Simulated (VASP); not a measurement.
Write the native input for VASP 6.6.1 that does the following.

```
Task                   : relaxation of cell and atoms
Functional             : PBE
Potentials or basis    : VASP PAW PBE potentials, release 64 (Ti_sv, In_d)
Cutoff                 : 600 eV
k mesh                 : 6 × 6 × 4
Occupations            : gaussian, width 0.1 eV
Spin                   : no spin polarisation
Dipole correction      : no
Further INCAR settings : ALGO = Normal; EDIFF = 1e-07; IBRION = 2; EDIFFG = -0.04; NSW = 90; ISIF = 3
```

The structure of Ti2In lies in POSCAR:

```
Ti2In
1.0
    2.9257027200      0.0000000000      0.0000000000
    0.0000000000      2.9257027200      0.0000000000
    0.0000000000      0.0000000000      5.5897924100
Ti In
2 1
Direct
    0.5000000000      0.5000000000      0.2700000100
    0.5000000000      0.5000000000      0.7299999900
    0.0000000000      0.0000000000      0.0000000000
```

The input as run:

INCAR

```
PREC = Accurate
ENCUT = 600
EDIFF = 1E-7
ISMEAR = 0
SIGMA = 0.1
LREAL = F
LASPH = T
NELM = 60
ALGO = Normal
ISIF = 3
LWAVE = F
LCHARG = F
GGA = PE
IBRION = 2
NSW = 90
EDIFFG = -0.04
```

KPOINTS

```
regular mesh
0
Gamma
  6 6 4
```

Potentials or basis: VASP PAW PBE potentials, release 64 (Ti_sv, In_d).

Launch:

```sh
$ cat potpaw_PBE.64/Ti_sv/POTCAR potpaw_PBE.64/In_d/POTCAR > POTCAR
$ mpirun -np 1 vasp_std > vasp.out
```

It gave:

```yaml
Relaxed_volume: 19.74 Å³/atom
Relaxed_cell: a = 2.909 Å, b = 2.909 Å, c = 6.999 Å, α = 90.00°, β = 90.00°, γ = 90.00°
Space_group_after_relaxing_to_0.05_Å: P4/mmm (No. 123)
Energy_gained_by_relaxing: 842.6 meV/atom
Ionic_steps: 13
Pressure_after_relaxing: 0.0 GPa
Largest_force_after_relaxing: 0.015 eV/Å
```

Caveat: the volume moved by over 15 % at a fixed basis, so the end points are rough.

It took 6.6 min on 1 thread of AMD EPYC 7R13 Processor (Zen 3), with other jobs on the host, peak memory 0.17 GiB.
